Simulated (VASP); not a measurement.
Runs of VASP 6.6.1 on Ag. It takes space group Fm-3m (No. 225, cubic). Conventional cell: a = 3.999 Å, b = 3.999 Å, c = 3.999 Å, α = 90.00°, β = 90.00°, γ = 90.00°. Within 3.7 Å of Ag (site symmetry m-3m) lie 12 Ag at 2.83 Å. 

| smearing | gap on the mesh (eV) | pressure (GPa) |
| --- | --- | --- |
| methfessel-paxton 0.03 eV | none | 0.0 |
| fermi-dirac 1 eV | none | 4.9 |
| fermi-dirac 0.01 eV | none | (a) |
| fermi-dirac 0.1 eV | none | 0.2 |

Alike in all rows: task single point; level LDA; potentials or basis VASP PAW LDA potentials, release 64 (Ag); no spin polarisation; cell as given; k mesh 13 × 13 × 13; cutoff (eV) 520.

Q: Estimate the missing entries.

A: (a) 0.1.

A k mesh can miss the band edges, and the runs leave out spin-orbit coupling on Ag.

A gap of «none» marks levels without a gap at the run's occupations.
